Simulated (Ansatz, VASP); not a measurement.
One calculation of SiNi3, two programs

Contents of INCAR:

```
PREC = Accurate
ENCUT = 520
EDIFF = 1E-6
ISMEAR = -1
SIGMA = 0.05
LREAL = False
LASPH = True
NELM = 150
ALGO = Fast
ISIF = 2
LWAVE = False
LCHARG = False
ISPIN = 2
MAGMOM = 1 1 1 0
LORBIT = 11
LMAXMIX = 4
GGA = PS
NBANDS = 29
```

Contents of KPOINTS:

```
Automatic mesh
0
Gamma
  8 8 8
```

The input POSCAR:

```
SiNi3
1.0
    3.5182274716      0.0000000000      0.0000000000
    0.0000000000      3.5182274716      0.0000000000
    0.0000000000      0.0000000000      3.5182274716
Ni Si
3 1
Direct
    0.5000000000      0.5000000000      0.0000000000
    0.5000000000      0.0000000000      0.5000000000
    0.0000000000      0.5000000000      0.5000000000
    0.0000000000      0.0000000000      0.0000000000
```

input.yaml

```yaml
crystal:
  lattice:
    - [3.5182274716, 0.0, 0.0]
    - [0.0, 3.5182274716, 0.0]
    - [0.0, 0.0, 3.5182274716]
  atoms:
    - { symbol: Ni, position: [0.5, 0.5, 0.0], spin: 1.0 }
    - { symbol: Ni, position: [0.5, 0.0, 0.5], spin: 1.0 }
    - { symbol: Ni, position: [0.0, 0.5, 0.5], spin: 1.0 }
    - { symbol: Si, position: [0.0, 0.0, 0.0] }
kpoints:
  mp_grid: { grid: [8, 8, 8] }
scf:
  occupations: { method: fermi_dirac, width: 0.05 }
hamiltonian:
  xc: pbesol
  pseudopotentials: { kind: all_electron, lapw: { basis_error: 0.001 } }
magnetization:
  spin_polarized: true
output:
  forces: true
  stress: true
  eigenvalues: true
```

Change from the starting cell: volume scaled by 0.98.

Alike in both runs: task single point; functional PBEsol; k mesh 8 × 8 × 8; occupations fermi-dirac, width 0.05 eV; collinear spin.

```csv
,VASP,Ansatz
version,VASP 6.6.1,Ansatz 0.2.0
potentials or method,"VASP PAW PBE potentials, release 64 (Ni, Si), cutoff 520 eV","all-electron LAPW, scalar-relativistic"
```

Ansatz gave:

| Item | Value |
| --- | --- |
| gap on the k mesh at the Fermi level (eV) | none |
| pressure (GPa) | -10.5 |
| net moment per atom (μB) | 0.00 |

Question: Estimate VASP's values.

Answer: gap on the k mesh at the Fermi level (eV): none; pressure (GPa): -10.4; net moment per atom (μB): 0.00.

VASP's potentials were made for PBE, not for PBEsol. A gap of «none» marks a metal or a gap that the smearing closes. Ansatz ran all-electron here, and VASP with PAW potentials.
